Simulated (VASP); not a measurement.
Write the native input for VASP 6.6.1 that does the following.

- Task: single point
- Functional: PBE
- Potentials or basis: VASP PAW PBE potentials, release 64 (Mg, O)
- Cutoff: 520 eV
- k mesh: 10 × 10 × 10
- Occupations: gaussian, width 0.05 eV
- Spin: no spin polarisation
- Dipole correction: no
- Further INCAR settings: ALGO = Normal; EDIFF = 1e-06; NBANDS = 11

The structure of MgO lies in POSCAR:

```
MgO
1.0
    0.0000000000      2.1351500000      2.1351500000
    2.1351500000      0.0000000000      2.1351500000
    2.1351500000      2.1351500000      0.0000000000
Mg O
1 1
Direct
   -0.0614710910     -0.0614710910      0.0614710910
    0.5000000000      0.5000000000      0.5000000000
```

This cell differs from its parent crystal: all Mg atoms moved +0.263 Å, as atom 1 towards its neighbour atom 2 (O) at 2.135 Å.

The input as run:

INCAR

```
PREC     = Accurate       # precision mode
ENCUT    = 520            # plane-wave cutoff, eV
EDIFF    = 1E-6           # SCF threshold, eV
ISMEAR   = 0              # smearing method
SIGMA    = 0.05           # smearing width, eV
LREAL    = False          # projectors in reciprocal space
LASPH    = True           # aspherical terms in the spheres
NELM     = 60             # most SCF steps
ALGO     = Normal         # electronic algorithm
ISIF     = 2              # what is computed and relaxed
LWAVE    = False          # write WAVECAR
LCHARG   = False          # write CHGCAR
GGA      = PE             # functional
NBANDS   = 11             # bands
```

KPOINTS

```
regular mesh
0
Gamma
  10 10 10
```

Potentials or basis: VASP PAW PBE potentials, release 64 (Mg, O).

Run with:

```bash
$ cat potpaw_PBE.64/Mg/POTCAR potpaw_PBE.64/O/POTCAR > POTCAR
$ mpirun -np 1 vasp_std > vasp.out
```

It gave:

- Pressure: 4.1 GPa
- Largest force: 1.850 eV/Å
- Band gap on the k mesh: 4.33 eV, direct

Caveat: the cell differs from its parent crystal (all Mg atoms moved +0.263 Å, as atom 1 towards its neighbour atom 2 (O) at 2.135 Å); forces of over 1 eV/Å act on the atoms, so gaps and moduli don't describe the material at rest.

It took 23 s on 1 thread of Intel Xeon 8259CL, with other jobs on the host, peak memory 0.15 GiB.
